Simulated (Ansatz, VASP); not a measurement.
**Two plane-wave programs on Si2C3**

```
CELL_PARAMETERS angstrom
2.71628 0.00000 0.00000
-1.35814 2.35237 0.00000
0.00000 0.00000 6.86986
ATOMIC_POSITIONS crystal
Si 0.33333 0.66667 0.17301
Si 0.66667 0.33333 0.82699
C 0.33333 0.66667 0.46818
C 0.66667 0.33333 0.53182
C 0.00000 0.00000 0.00000
```

Change from the starting cell: species swapped into the Mg2Sb3 type (P-3m1, No. 164).

Alike in both runs: functional PBE; k mesh 6 × 6 × 4; occupations gaussian, width 0.1 eV; no spin polarisation.

Ansatz relaxed the structure, and its values are those at the end. VASP's run is a single point on that final structure, the one shown.

```csv
,VASP,Ansatz
version,VASP 6.6.1,Ansatz 0.2.0
potentials or method,"VASP PAW PBE potentials, release 64 (Si, C), cutoff 520 eV","scalar-relativistic, plane waves, PAW"
valence electrons in the cell,20,20
```

|  | VASP | Ansatz | Ansatz less VASP |
| --- | --- | --- | --- |
| gap on the k mesh at the Fermi level (eV) | none | none | - |
| pressure (GPa) | 0.1 | 0.1 | -0.06 |
| rms of the force components (eV/Å) | 0.003 | 0.003 | +0.0001 |

A gap of «none» marks a metal or a gap that the smearing closes.

The k mesh is coarse, so the values compare programs but aren't converged.
